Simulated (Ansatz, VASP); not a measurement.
## Si7B in VASP and in Ansatz

```xyz
8
Lattice="5.4339 0.0000 0.0000 0.0000 5.4339 0.0000 0.0000 0.0000 5.4339" Properties=species:S:1:pos:R:3 pbc="T T T"
Si    1.2370    1.2370    1.2370
Si    0.0000    2.7170    2.7170
Si    2.7170    2.7170    0.0000
Si    2.7170    0.0000    2.7170
Si    4.1969    1.2370    4.1969
Si    4.1969    4.1969    1.2370
Si    1.2370    4.1969    4.1969
B     0.0000    0.0000    0.0000
```

Alike in both runs: functional PBE; k mesh 6 × 6 × 6; occupations gaussian, width 0.1 eV; no spin polarisation.

Ansatz relaxed the structure, and its values are those at the end. VASP's run is a single point on that final structure, the one shown.

|  | VASP | Ansatz |
| --- | --- | --- |
| version | VASP 6.6.1 | Ansatz 0.2.0 |
| potentials or method | VASP PAW PBE potentials, release 64 (Si, B), cutoff 520 eV | scalar-relativistic, plane waves, PAW |
| valence electrons in the cell | 31 | 31 |

|  | VASP | Ansatz | Ansatz less VASP |
| --- | --- | --- | --- |
| gap on the k mesh at the Fermi level (eV) | none | none | - |
| pressure (GPa) | -7.6 | -7.5 | +0.06 |
| rms of the force components (eV/Å) | 0.009 | 0.006 | -0.0031 |

A gap of «none» marks a metal or a gap that the smearing closes. With one functional, cell and mesh, what is left measures potentials, basis and numerics. Ansatz's warnings: stress scf threshold loose.
